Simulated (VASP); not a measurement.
# LiF (I4mm) in VASP: notebook, part 2 of 2

VASP 6.6.1. Earlier steps stand in the parts before.

### Step 4. Single point, r2SCAN

File POSCAR:

```
LiF
1.0
    0.0000000000      2.0140000000      2.0140000000
    2.0140000000      0.0000000000      2.0140000000
    2.0140000000      2.0140000000      0.0000000000
Li F
1 1
Direct
    0.0000000000      0.0000000000      0.0000000000
    0.5620655412      0.5620655412      0.4379344588
```

File INCAR.step1:

```
SYSTEM = LiF
ALGO = Normal
EDIFF = 1E-4
ENCUT = 520
GGA = PE
ISMEAR = 0
LASPH = .TRUE.
LCHARG = .FALSE.
LREAL = .FALSE.
LWAVE = .TRUE.
NBANDS = 12
NELM = 60
PREC = Accurate
SIGMA = 0.05
```

File INCAR.step2:

```
SYSTEM = LiF
ALGO = Normal
EDIFF = 1E-7
ENCUT = 520
ISIF = 2
ISMEAR = 0
ISTART = 1
LASPH = .TRUE.
LCHARG = .TRUE.
LELF = .TRUE.
LMIXTAU = .TRUE.
LREAL = .FALSE.
LVHAR = .TRUE.
LWAVE = .FALSE.
METAGGA = R2SCAN
NBANDS = 12
NELM = 60
PREC = Accurate
SIGMA = 0.05
```

File KPOINTS:

```
k-points
0
G
  10 10 10
  0 0 0
```

Potentials or basis: VASP PAW PBE potentials, release 64 (Li_sv, F).

Launch:

```sh
> cat potpaw_PBE.64/Li_sv/POTCAR potpaw_PBE.64/F/POTCAR > POTCAR
> cp INCAR.step1 INCAR
> mpirun -np 1 vasp_std > vasp.out
> cp INCAR.step2 INCAR
> mpirun -np 1 vasp_std > vasp.out
```

OUTCAR:

```text
SYSTEM = LiF
   EDIFF = 1E-7
   ENCUT = 520
   ISIF = 2
   ISMEAR = 0
   ISTART = 1
   LASPH = .TRUE.
   LREAL = .FALSE.
   METAGGA = R2SCAN
   NELM = 60
   PREC = Accurate

 ion  position               nearest neighbor table
   1  0.000  0.000  0.000-   2 1.76   2 2.03   2 2.03   2 2.03   2 2.03
   2  0.562  0.562  0.438-   1 1.76   1 2.03   1 2.03   1 2.03   1 2.03

  LATTYP: Found a face centered cubic cell.
 ALAT       =     4.0280000000

  Lattice vectors:

 A1 = (   0.0000000000,   2.0140000000,   2.0140000000)
[... 539 lines left out ...]
      8      21.2262      0.00000
      9      22.6149      0.00000
     10      24.2794      0.00000
     11      26.3923      0.00000
     12      27.8090      0.00000

 [... further k-points ...]
[... 5 lines left out ...]
  --------------------------------------------------------------------------------------
  -------------------------------------------------------------------------------------
  Total       -0.3671962     -0.3671962      0.7257893      0.0000000      0.0000000      0.0000000
  in kB      -36.0081085    -36.0081085     71.1725871      0.0000000      0.0000000      0.0000000
  external PRESSURE =      -0.2812100 kB  Pullay stress =       0.0000000 kB

 VOLUME and BASIS-vectors are now :
 -----------------------------------------------------------------------------
  energy-cutoff  :      520.00
  volume of cell :       16.34
      direct lattice vectors                 reciprocal lattice vectors
     0.000000000  2.014000000  2.014000000    -0.248262165  0.248262165  0.248262165
     2.014000000  0.000000000  2.014000000     0.248262165 -0.248262165  0.248262165
     2.014000000  2.014000000  0.000000000     0.248262165  0.248262165 -0.248262165

 POSITION                                       TOTAL-FORCE (eV/Angst)
 -----------------------------------------------------------------------------------
      0.00000      0.00000      0.00000         0.000000      0.000000      0.712184
      2.01400      2.01400      2.26400         0.000000      0.000000     -0.712184
 -----------------------------------------------------------------------------------
    total drift:                               -0.000001     -0.000001     -0.016413

  FREE ENERGIE OF THE ION-ELECTRON SYSTEM (eV)
  ---------------------------------------------------
  free  energy   TOTEN  =       -11.8262287216 eV

  energy  without entropy=      -11.8262287215  energy(sigma->0) =      -11.82622872
```

OUTCAR.step1:

```text
SYSTEM = LiF
   EDIFF = 1E-4
   ENCUT = 520
   GGA = PE
   ISMEAR = 0
   LASPH = .TRUE.
   LREAL = .FALSE.
[... 583 lines left out ...]
      0.00000      0.00000      0.00000         0.000000      0.000000      0.702101
      2.01400      2.01400      2.26400         0.000000      0.000000     -0.702101
 -----------------------------------------------------------------------------------
    total drift:                               -0.000004     -0.000004      0.004013

  FREE ENERGIE OF THE ION-ELECTRON SYSTEM (eV)
  ---------------------------------------------------
  free  energy   TOTEN  =        -9.5679980342 eV

  energy  without entropy=       -9.5679980342  energy(sigma->0) =       -9.56799803
```

Run time: 2.4 min. Hardware: 1 thread of Intel Xeon 8259CL, shared host; peak memory 0.15 GiB.

What came out:

```
Free energy            : -11.8262 eV
Largest force          : 0.712 eV/Å
Band gap on the k mesh : 10.13 eV, direct
```

Forces on the atoms (eV/Å):
```
Li   0.000  0.000  0.712
F    0.000  0.000 -0.712
```

Caveat: the cell differs from its parent crystal (all F atoms moved -0.250 Å, as atom 2 towards its neighbour atom 1 (Li) at 2.014 Å); the cutoff is under 1.25 times the usual one of these potentials, so pressure, stress and relaxed cells hold a basis-set (Pulay) error; the PAW data sets were made with another functional, which shifts forces and pressure a little.

### Step 5. Single point, r2SCAN

Edit POSCAR of step 4 so:

```diff
@@ -9,2 +9,2 @@
     0.0000000000      0.0000000000      0.0000000000
-    0.5620655412      0.5620655412      0.4379344588
+    0.3913853029      0.3913853029      0.6086146971
```

File INCAR.step1:

```
SYSTEM = LiF
ALGO = Normal
EDIFF = 1E-4
ENCUT = 520
GGA = PE
ISMEAR = 0
LASPH = .True.
LCHARG = .False.
LREAL = .False.
LWAVE = .True.
NBANDS = 12
NELM = 80
PREC = Accurate
SIGMA = 0.05
```

File INCAR.step2:

```
SYSTEM = LiF
ALGO = Normal
EDIFF = 1E-6
ENCUT = 520
ISIF = 2
ISMEAR = 0
ISTART = 1
LASPH = .True.
LCHARG = .False.
LMIXTAU = .True.
LREAL = .False.
LWAVE = .False.
METAGGA = R2SCAN
NBANDS = 12
NELM = 80
PREC = Accurate
SIGMA = 0.05
```

File KPOINTS:

```
k-points
0
Gamma
  10 10 10
  0 0 0
```

Launch:

```sh
> cat potpaw_PBE.64/Li_sv/POTCAR potpaw_PBE.64/F/POTCAR > POTCAR
> cp INCAR.step1 INCAR
> mpirun -np 1 vasp_std > vasp.out
> cp INCAR.step2 INCAR
> mpirun -np 1 vasp_std > vasp.out
```

It took 2 min on 1 thread of Intel Xeon 8259CL, shared host; peak memory 0.15 GiB.

Results (log left out):

- Free energy: -11.5442 eV
- Largest force: 2.608 eV/Å
- Band gap on the k mesh: 9.90 eV, direct

Forces on the atoms (eV/Å):
```
Li   0.000  0.000 -2.608
F    0.000  0.000  2.608
```

Levels at points of the mesh, in eV from the valence-band top:
| k point | band 1 | band 2 | band 3 | band 4 | band 5 | band 6 | band 7 | band 8 | band 9 | band 10 |
| --- | --- | --- | --- | --- | --- | --- | --- | --- | --- | --- |
| (0.00, 0.00, 0.00) | -41.91 | -21.09 | -0.28 | 0.00 | 0.00 | 9.90 | 23.35 | 23.35 | 25.83 | 27.64 |
| (0.50, 0.00, 0.00) | -41.84 | -20.74 | -2.51 | -0.49 | -0.28 | 12.13 | 17.15 | 20.66 | 22.24 | 30.35 |
| (0.50, 0.50, 0.00) | -41.81 | -20.61 | -2.75 | -1.04 | -1.04 | 15.08 | 17.51 | 19.99 | 22.07 | 22.07 |
| (0.00, 0.50, 0.50) | -41.83 | -20.50 | -3.01 | -1.08 | -0.95 | 16.09 | 16.39 | 16.94 | 23.25 | 26.47 |

Caveat: the cell differs from its parent crystal (all F atoms moved +0.438 Å, as atom 2 towards its neighbour atom 1 (Li) at 2.014 Å); the cutoff is under 1.25 times the usual one of these potentials, so pressure, stress and relaxed cells hold a basis-set (Pulay) error; the PAW data sets were made with another functional, which shifts forces and pressure a little. A k mesh can miss the band edges.

### Step 6. Single point, r2SCAN

Edit POSCAR of step 5 so:

```diff
@@ -9,2 +9,2 @@
     0.0000000000      0.0000000000      0.0000000000
-    0.3913853029      0.3913853029      0.6086146971
+    0.4224180735      0.4224180735      0.5775819265
```

File INCAR.step1:

```
SYSTEM = LiF
ALGO = Normal ; EDIFF = 1E-4
ENCUT = 520 ; GGA = PE
ISMEAR = 0 ; LASPH = .TRUE.
LCHARG = .FALSE. ; LREAL = .FALSE.
LWAVE = .TRUE. ; NBANDS = 12
NELM = 80 ; PREC = Accurate
SIGMA = 0.05
```

File INCAR.step2:

```
SYSTEM = LiF
ALGO = Normal ; EDIFF = 1E-6
ENCUT = 520 ; ISIF = 2
ISMEAR = 0 ; ISTART = 1
LASPH = .TRUE. ; LCHARG = .FALSE.
LMIXTAU = .TRUE. ; LREAL = .FALSE.
LWAVE = .FALSE. ; METAGGA = R2SCAN
NBANDS = 12 ; NELM = 80
PREC = Accurate ; SIGMA = 0.05
```

File KPOINTS:

```
k-points
0
G
  10 10 10
  0 0 0
```

Potentials or basis: VASP PAW PBE potentials, release 64 (Li_sv, F).

Launch:

```sh
> cat potpaw_PBE.64/Li_sv/POTCAR potpaw_PBE.64/F/POTCAR > POTCAR
> cp INCAR.step1 INCAR
> mpirun -np 1 vasp_std > vasp.out
> cp INCAR.step2 INCAR
> mpirun -np 1 vasp_std > vasp.out
```

Wall time 1.9 min (1 thread of Intel Xeon 8259CL, shared host); peak memory 0.15 GiB.

It converged, with:

```yaml
Free_energy: -11.7688 eV
Largest_force: 1.124 eV/Å
Band_gap_on_the_k_mesh: 10.06 eV, direct
```

Forces in eV/Å, atoms in the order of the input:
```
Li   0.000  0.000 -1.124
F    0.000  0.000  1.124
```

Levels at points of the mesh, in eV from the valence-band top:
```csv
k point,band 2,band 3,band 4,band 5,band 6,band 7,band 8,band 9
"(0.00, 0.00, 0.00)",-21.11,-0.16,0.00,0.00,10.06,23.93,23.93,25.66
"(0.50, 0.00, 0.00)",-20.72,-2.51,-0.39,-0.26,11.99,17.54,20.54,21.47
"(0.50, 0.50, 0.00)",-20.53,-2.89,-1.03,-1.03,15.41,17.47,19.73,21.98
"(0.00, 0.50, 0.50)",-20.47,-3.01,-1.07,-0.98,16.06,16.80,17.59,22.69
```

Caveat: the cell differs from its parent crystal (all F atoms moved +0.312 Å, as atom 2 towards its neighbour atom 1 (Li) at 2.014 Å); the cutoff is under 1.25 times the usual one of these potentials, so pressure, stress and relaxed cells hold a basis-set (Pulay) error; the PAW data sets were made with another functional, which shifts forces and pressure a little.

### Step 7. Single point, r2SCAN

Edit POSCAR of step 6 so:

```diff
@@ -9,2 +9,2 @@
     0.0000000000      0.0000000000      0.0000000000
-    0.4224180735      0.4224180735      0.5775819265
+    0.4534508441      0.4534508441      0.5465491559
```

File INCAR.step1:

```
SYSTEM = LiF
PREC     = Accurate       ! precision mode
ENCUT    = 520            ! plane-wave cutoff, eV
ISMEAR   = 0              ! smearing method
SIGMA    = 0.05           ! smearing width, eV
LREAL    = .False.        ! projectors in reciprocal space
LASPH    = .True.         ! aspherical terms in the spheres
NELM     = 100            ! most SCF steps
NBANDS   = 12             ! bands
GGA      = PE             ! functional
ALGO     = Normal         ! electronic algorithm
EDIFF    = 1E-4           ! SCF threshold, eV
LWAVE    = .True.         ! write WAVECAR
LCHARG   = .False.        ! write CHGCAR
```

File INCAR.step2:

```
SYSTEM = LiF
PREC     = Accurate       ! precision mode
ENCUT    = 520            ! plane-wave cutoff, eV
EDIFF    = 1E-6           ! SCF threshold, eV
ISMEAR   = 0              ! smearing method
SIGMA    = 0.05           ! smearing width, eV
LREAL    = .False.        ! projectors in reciprocal space
LASPH    = .True.         ! aspherical terms in the spheres
NELM     = 100            ! most SCF steps
ALGO     = Normal         ! electronic algorithm
ISIF     = 2              ! what is computed and relaxed
LWAVE    = .False.        ! write WAVECAR
LCHARG   = .True.         ! write CHGCAR
METAGGA  = R2SCAN         ! meta-GGA
LMIXTAU  = .True.       
LELF     = .True.         ! ELF
LVHAR    = .True.       
NBANDS   = 12             ! bands
ISTART   = 1
```

File KPOINTS:

```
Automatic mesh
0
Gamma
  10 10 10
  0 0 0
```

Launch:

```sh
> cat potpaw_PBE.64/Li_sv/POTCAR potpaw_PBE.64/F/POTCAR > POTCAR
> cp INCAR.step1 INCAR
> mpirun -np 1 vasp_std > vasp.out
> cp INCAR.step2 INCAR
> mpirun -np 1 vasp_std > vasp.out
```

Wall time 2 min (1 thread of Intel Xeon 8259CL, shared host); peak memory 0.15 GiB.

The run converged. Its results:

```
Free energy            : -11.8629 eV
Largest force          : 0.459 eV/Å
Band gap on the k mesh : 10.20 eV, direct
```

Forces on the atoms (eV/Å):
```
Li   0.000  0.000 -0.459
F    0.000  0.000  0.459
```

Levels at points of the mesh, in eV from the valence-band top:
| k point | band 2 | band 3 | band 4 | band 5 | band 6 | band 7 | band 8 | band 9 |
| --- | --- | --- | --- | --- | --- | --- | --- | --- |
| (0.00, 0.00, 0.00) | -21.10 | -0.06 | 0.00 | 0.00 | 10.20 | 24.60 | 24.60 | 25.54 |
| (0.50, 0.00, 0.00) | -20.70 | -2.50 | -0.30 | -0.25 | 11.89 | 17.89 | 20.48 | 20.86 |
| (0.50, 0.50, 0.00) | -20.47 | -2.96 | -1.01 | -1.01 | 15.77 | 17.45 | 19.43 | 21.94 |
| (0.00, 0.50, 0.50) | -20.44 | -3.00 | -1.03 | -1.00 | 16.06 | 17.17 | 18.35 | 22.23 |

Caveat: the cell differs from its parent crystal (all F atoms moved +0.188 Å, as atom 2 towards its neighbour atom 1 (Li) at 2.014 Å); the cutoff is under 1.25 times the usual one of these potentials, so pressure, stress and relaxed cells hold a basis-set (Pulay) error; the PAW data sets were made with another functional, which shifts forces and pressure a little.
